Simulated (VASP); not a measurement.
## PbS (Galena): single point with PBE

PbS (Galena):

```
CELL_PARAMETERS angstrom
0.00000 2.96575 2.96575
2.96575 0.00000 2.96575
2.96575 2.96575 0.00000
ATOMIC_POSITIONS crystal
Pb 0.00104 0.99886 0.00025
S 0.49330 0.50734 0.49841
```

- Program: VASP 6.6.1
- Task: single point
- Functional: PBE
- Potentials or basis: VASP PAW PBE potentials, release 64 (Pb_d, S)
- Cutoff: 500 eV
- k mesh: 3 × 3 × 3
- Occupations: gaussian, width 0.01 eV
- Spin: no spin polarisation

The pressure is 1.1 GPa. The largest force is 0.010 eV/Å and the band gap on the k mesh is 2.22 eV, direct.

Forces on the atoms (eV/Å):
```
Pb   0.005 -0.008  0.001
S   -0.005  0.008 -0.001
```

Levels at points of the mesh, in eV from the valence-band top:
```tsv
k point	band 8	band 9	band 10	band 11	band 12	band 13
(0.00, 0.00, 0.00)	-1.45	-1.44	-1.44	5.95	5.95	5.97
```

Run time: 13 s on 1 thread of AMD EPYC 7R43 64-Core Processor (Zen 3) (shared host), peak memory 0.14 GiB.

Caveat: the k points lie up to 0.61 Å⁻¹ apart; spin-orbit coupling is left out, which moves the levels of the heavy elements. A k mesh can miss the band edges.
